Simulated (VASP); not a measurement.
HfGe3: single point with PBE+D4

HfGe3:

```
Hf Ge
1.0
     4.18939    0.00000    0.00000
     0.00000    4.18939    0.00000
     0.00000    0.00000    4.18939
Hf Ge
1 3
Cartesian
  0.0000 0.0000 0.0000
  0.0000 2.0947 2.0947
  2.0947 2.0947 0.0000
  2.0947 0.0000 2.0947
```

| Item | Value |
| --- | --- |
| Program | VASP 6.6.1 |
| Task | single point |
| Functional | PBE |
| Dispersion | D4 |
| Potentials or basis | VASP PAW PBE potentials, release 64 (Hf_pv, Ge_d) |
| Cutoff | 520 eV |
| k mesh | 10 × 10 × 10 |
| Occupations | gaussian, width 0.05 eV |
| Spin | no spin polarisation |
| Dipole correction | no |
| Further INCAR settings | ALGO = Normal; EDIFF = 1e-06; NBANDS = 34 |

```yaml
Pressure: -2.9 GPa
Band_gap_on_the_k_mesh: zero (bands 26 and 27 overlap by 1.53 eV)
Dispersion_energy_per_atom: -0.342 eV
```

Levels at points of the mesh, in eV from the Fermi level:
```
           k point  band 22  band 23  band 24  band 25  band 26  band 27  band 28  band 29  band 30  band 31
(0.00, 0.00, 0.00)    -3.79    -3.79    -3.79     0.47     0.47     0.47     0.63     1.49     1.49     2.02
(0.50, 0.00, 0.00)    -3.72    -3.72    -3.17    -0.73    -0.73    -0.67     0.45     0.70     2.01     2.61
(0.50, 0.50, 0.00)    -6.38    -2.50    -2.50    -1.09    -0.35     0.34     0.34     0.89     1.30     2.85
(0.50, 0.50, 0.50)    -6.01    -4.64    -4.64    -4.64    -0.61     1.85     1.85     2.98     2.98     2.98
```

It took 100 s on 1 thread of Intel Xeon 8259CL, on a shared host, peak memory 0.25 GiB.

Caveat: spin-orbit coupling is left out, which moves the levels of the heavy elements.
